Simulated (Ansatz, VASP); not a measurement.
One calculation of RbSr, two programs

```xyz
2
Lattice="0.0000 4.3090 4.3090 4.3090 0.0000 4.3090 4.3090 4.3090 0.0000" Properties=species:S:1:pos:R:3 pbc="T T T"
Rb    0.0000    0.0000    0.0000
Sr    4.3090    4.3090    4.3090
```

Alike in both runs: functional PBE; k mesh 12 × 12 × 12; occupations gaussian, width 0.1 eV; no spin polarisation.

Ansatz relaxed the structure, and its values are those at the end. VASP's run is a single point on that final structure, the one shown.

|  | VASP | Ansatz |
| --- | --- | --- |
| version | VASP 6.6.1 | Ansatz 0.2.0 |
| potentials or method | VASP PAW PBE potentials, release 64 (Rb_sv, Sr_sv), cutoff 520 eV | scalar-relativistic, plane waves, PAW |
| valence electrons in the cell | 19 | 19 |

|  | VASP | Ansatz | Ansatz less VASP |
| --- | --- | --- | --- |
| gap on the k mesh at the Fermi level (eV) | none | none | - |
| pressure (GPa) | 0.0 | 0.0 | 0.00 |

A gap of «none» marks a metal or a gap that the smearing closes. The functional is the same, so the differences come from potentials, cutoffs and numerics.
